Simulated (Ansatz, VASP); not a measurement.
# Two plane-wave programs on Ta

Contents of INCAR:

```
SYSTEM = Ta
PREC = Accurate ; ENCUT = 500
EDIFF = 1E-6 ; ISMEAR = 0
SIGMA = 0.15 ; LREAL = .FALSE.
LASPH = .TRUE. ; NELM = 120
ALGO = Normal ; ISIF = 2
LWAVE = .FALSE. ; LCHARG = .FALSE.
GGA = PE ; NBANDS = 18
GGA_COMPAT = .FALSE.
```

File KPOINTS:

```
Automatic mesh
0
G
  18 18 10
  0 0 0
```

File POSCAR:

```
Ta
1.0
   -1.6512800000      1.6512800000      1.6512800000
    1.6512800000     -1.6512800000      1.6512800000
    3.3025600000      3.3025600000      0.0000000000
Ta
2
Direct
   -0.0160581514      0.0160581514      0.0000000000
    0.5160581514      0.4839418486      0.5000000000
```

Input for Ansatz:

```yaml
crystal:
  lattice:
    - [-1.65128, 1.65128, 1.65128]
    - [1.65128, -1.65128, 1.65128]
    - [3.30256, 3.30256, 0.0]
  atoms:
    - { symbol: Ta, position: [-0.0160581514, 0.0160581514, 0.0] }
    - { symbol: Ta, position: [0.5160581514, 0.4839418486, 0.5] }
basis:
  ecutwfc: 420
kpoints:
  mp_grid: { grid: [18, 18, 10] }
hamiltonian:
  xc: pbe
scf:
  occupations: { method: gaussian, width: 0.15 }
output:
  forces: true
  stress: true
  eigenvalues: true
```

Change from the starting cell: mode 4 (91.0 1/cm) frozen in, largest displacement +0.075 Å.

Alike in both runs: task single point; functional PBE; k mesh 18 × 18 × 10; occupations gaussian, width 0.15 eV; no spin polarisation.

|  | VASP | Ansatz |
| --- | --- | --- |
| version | VASP 6.6.1 | Ansatz 0.2.0 |
| potentials or method | VASP PAW PBE potentials, release 64 (Ta_pv), cutoff 500 eV | scalar-relativistic, plane waves, PAW |
| valence electrons in the cell | 22 | 26 |

|  | VASP | Ansatz | Ansatz less VASP |
| --- | --- | --- | --- |
| gap on the k mesh at the Fermi level (eV) | none | none | - |
| pressure (GPa) | 3.4 | 3.3 | -0.11 |
| rms of the force components (eV/Å) | 0.235 | 0.235 | +0.0004 |

Atom by atom the forces differ by 0.000 eV/Å (rms over components). A gap of «none» marks a metal or a gap that the smearing closes. VASP's potentials hold 22 valence electrons a cell and Ansatz's 26, so a difference there can come from the potentials and not from the codes.

Spin-orbit coupling is off throughout.
